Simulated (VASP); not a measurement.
The system is W.

```
W
1.0
    -1.58234    1.58234    1.58234
     1.58234   -1.58234    1.58234
     1.58234    1.58234   -1.58234
W
1
Direct
  0.00000 0.00000 0.00000
```

```yaml
Program: VASP 6.6.1
Task: relaxation of cell and atoms
Functional: BLYP
Potentials_or_basis: VASP PAW PBE potentials, release 64 (W_sv)
Cutoff: 600 eV
k_mesh: 14 × 14 × 14
Occupations: fermi-dirac, width 0.1 eV
Spin: no spin polarisation
```

At the start: pressure 17.9 GPa; volume 15.85 Å³/atom.

Task: How do energy, volume and symmetry change on relaxing?

Result: Over 4 steps the energy falls by 49.9 meV/atom and the volume is 16.79 Å³/atom (+6.0 %); space group Im-3m (No. 229, to 0.1 Å) before and after.

The path:
| step | energy change (eV) | largest force (eV/Å) | pressure (GPa) | volume (Å³) |
| --- | --- | --- | --- | --- |
| 1 | 0.0000 | 0.0000 | 17.88 | 15.85 |
| 2 | 0.3871 | 0.0000 | -33.96 | 20.26 |
| 3 | -0.0496 | 0.0000 | -1.26 | 16.87 |
| 4 | -0.0499 | 0.0000 | -0.09 | 16.79 |

Final structure:
```
CELL_PARAMETERS angstrom
-1.61323 1.61323 1.61323
1.61323 -1.61323 1.61323
1.61323 1.61323 -1.61323
ATOMIC_POSITIONS crystal
W 0.00000 0.00000 0.00000
```

Caveat: the PAW data sets were made with another functional, which shifts forces and pressure a little.
